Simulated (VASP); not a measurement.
Write the native input for VASP 6.6.1 that does the following.

| Item | Value |
| --- | --- |
| Task | electric field gradients |
| Functional | PBEsol |
| Potentials or basis | VASP PAW PBE potentials, release 64 (Ag, Cl) |
| Cutoff | 520 eV |
| k mesh | 9 × 9 × 9 |
| Occupations | fermi-dirac, width 0.01 eV |
| Spin | no spin polarisation |
| Dipole correction | no |
| Further INCAR settings | ALGO = Normal; EDIFF = 1e-08; NBANDS = 16 |

The structure of AgCl lies in POSCAR:

```
AgCl
1.0
    0.0000000000      2.8096430007      2.8096430007
    2.8096430007      0.0000000000      2.8096430007
    2.8096430007      2.8096430007      0.0000000000
Ag Cl
1 1
Direct
    0.5000000000      0.5000000000      0.5000000000
    0.0000000000      0.0000000000      0.0000000000
```

This cell differs from its parent crystal: volume scaled by 1.04.

The input as run:

INCAR

```
SYSTEM = AgCl
ALGO = Normal
EDIFF = 1E-8
ENCUT = 520
GGA = PS
ISIF = 2
ISMEAR = -1
LASPH = .True.
LCHARG = .False.
LEFG = .True.
LREAL = .False.
LWAVE = .False.
NBANDS = 16
NELM = 60
PREC = Accurate
SIGMA = 0.01
```

KPOINTS

```
k-points
0
Gamma
  9 9 9
  0 0 0
```

Potentials or basis: VASP PAW PBE potentials, release 64 (Ag, Cl).

The run is started by

```console
$ cat potpaw_PBE.64/Ag/POTCAR potpaw_PBE.64/Cl/POTCAR > POTCAR
$ mpirun -np 1 vasp_std > vasp.out
```

Results of the run:

```
Pressure               : -4.2 GPa
Band gap on the k mesh : 0.79 eV, indirect (least direct gap 2.88 eV)
```

Caveat: without QUAD_EFG the Cq values of the log hold for a quadrupole moment of 1 mb, not for the nuclei; the PAW data sets were made with another functional, which shifts forces and pressure a little.

Run time: 24 s on 1 thread of Intel(R) Xeon(R) Platinum 8375C CPU @ 2.90GHz (Ice Lake), on a shared host, peak memory 0.18 GiB.
